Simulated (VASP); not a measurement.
Write the native input for VASP 6.6.1 that does the following.

- Task: single point
- Functional: PBEsol
- Potentials or basis: VASP PAW PBE potentials, release 64 (Ir)
- Cutoff: 520 eV
- k mesh: 15 × 11 × 1
- Occupations: fermi-dirac, width 0.1 eV
- Spin: no spin polarisation
- Dipole correction: yes
- Further INCAR settings: ALGO = Normal; EDIFF = 1e-06; NBANDS = 30

The structure of Ir lies in POSCAR:

```
Ir
1.0
    2.7093778140      0.0000000000      0.0000000000
    0.0000000000      3.8316388502      0.0000000000
    0.0000000000      0.0000000000     21.4188000000
Ir
5
Direct
    0.0000000000      0.0000000000      0.3797732579
    0.5000000000      0.5000000000      0.4335514061
    0.0000000000      0.0000000000      0.4999999984
    0.5000000000      0.5000000000      0.5664485965
    0.0000000000      0.0000000000      0.6202267411
```

These files were run (other wordings do the same):

INCAR

```
PREC = Accurate ; ENCUT = 520
EDIFF = 1E-6 ; ISMEAR = -1
SIGMA = 0.1 ; LREAL = False
LASPH = True ; NELM = 60
ALGO = Normal ; ISIF = 2
LWAVE = False ; LCHARG = False
LDIPOL = True ; IDIPOL = 3
DIPOL = 0.5 0.5 0.500 ; GGA = PS
NBANDS = 30
```

KPOINTS

```
regular mesh
0
Gamma
  15 11 1
```

Potentials or basis: VASP PAW PBE potentials, release 64 (Ir).

Command:

```sh
$ cat potpaw_PBE.64/Ir/POTCAR > POTCAR
$ mpirun -np 1 vasp_std > vasp.out
```

It gave:

```yaml
Largest_force: 0.075 eV/Å
Band_gap_on_the_k_mesh: zero (an odd number of electrons rules out a gap without spin polarisation)
```

Caveat: the PAW data sets were made with another functional, which shifts forces and pressure a little; spin-orbit coupling is left out, which moves the levels of the heavy elements.

Run time: 3.9 min on 1 thread of Intel(R) Xeon(R) 6975P-C (Granite Rapids) (shared host), peak memory 0.44 GiB.
